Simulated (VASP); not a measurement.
Write the native input for VASP 6.6.1 that does the following.

| Quantity | Value |
| --- | --- |
| Task | single point |
| Functional | LDA |
| Potentials or basis | VASP PAW LDA potentials, release 64 (Li_sv, Ga_d) |
| Cutoff | 520 eV |
| k mesh | 6 × 6 × 6 |
| Occupations | fermi-dirac, width 0.05 eV |
| Spin | no spin polarisation |
| Dipole correction | no |
| Further INCAR settings | ALGO = Normal; EDIFF = 1e-06; NBANDS = 24 |

The structure of LiGa lies in POSCAR:

```
LiGa
1.0
    0.0000000000      3.0172464987      3.0172464987
    3.0172464987      0.0000000000      3.0172464987
    3.0172464987      3.0172464987      0.0000000000
Li Ga
2 2
Direct
    0.5000000000      0.5000000000      0.5000000000
    0.7500000000      0.7500000000      0.7500000000
    0.0000000000      0.0000000000      0.0000000000
    0.2500000000      0.2500000000      0.2500000000
```

One way to write it, as run:

INCAR

```
ALGO = Normal
EDIFF = 1E-6
ENCUT = 520
GGA = CA
ISIF = 2
ISMEAR = -1
LASPH = T
LCHARG = F
LREAL = F
LWAVE = F
NBANDS = 24
NELM = 100
PREC = Accurate
SIGMA = 0.05
```

KPOINTS

```
k-points
0
Gamma
  6 6 6
```

Potentials or basis: VASP PAW LDA potentials, release 64 (Li_sv, Ga_d).

Command:

```bash
$ cat potpaw_LDA.64/Li_sv/POTCAR potpaw_LDA.64/Ga_d/POTCAR > POTCAR
$ mpirun -np 1 vasp_std > vasp.out
```

Results of the run:

```json
{"Band gap on the k mesh": "zero (bands 16 and 17 overlap by 0.38 eV)"}
```

It took 11 s on 1 thread of Intel(R) Xeon(R) Platinum 8488C (Sapphire Rapids) (shared host), peak memory 0.16 GiB.
